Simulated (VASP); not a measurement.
Here is a VASP 6.6.1 calculation.

File POSCAR:

```
Au
1.0
   -1.5676237511      1.5676237511      1.5676237511
    1.5676237511     -1.5676237511      1.5676237511
    1.5676237511      1.5676237511     -1.5676237511
Au
1
Direct
    0.0000000000      0.0000000000      0.0000000000
```

The input INCAR.step1:

```
PREC = Accurate ; ENCUT = 520
ISMEAR = -1 ; SIGMA = 0.05
LREAL = F ; LASPH = T
NELM = 60 ; NBANDS = 12
GGA = PE ; ALGO = Normal
EDIFF = 1E-4 ; LWAVE = T
LCHARG = F
```

Contents of INCAR.step2:

```
PREC = Accurate ; ENCUT = 520
EDIFF = 1E-7 ; ISMEAR = -1
SIGMA = 0.05 ; LREAL = F
LASPH = T ; NELM = 60
ALGO = Normal ; ISIF = 2
LWAVE = F ; LCHARG = F
METAGGA = R2SCAN ; LMIXTAU = T
NBANDS = 12 ; ISTART = 1
```

The input KPOINTS:

```
Automatic mesh
0
Gamma
  11 11 11
```

Potentials or basis: VASP PAW PBE potentials, release 64 (Au).

Run with:

```console
$ cat potpaw_PBE.64/Au/POTCAR > POTCAR
$ cp INCAR.step1 INCAR
$ mpirun -np 1 vasp_std > vasp.out
$ cp INCAR.step2 INCAR
$ mpirun -np 1 vasp_std > vasp.out
```

Question: What does it give for the pressure?

Answer: 30.7 GPa.

Caveat: the PAW data sets were made with another functional, which shifts forces and pressure a little.
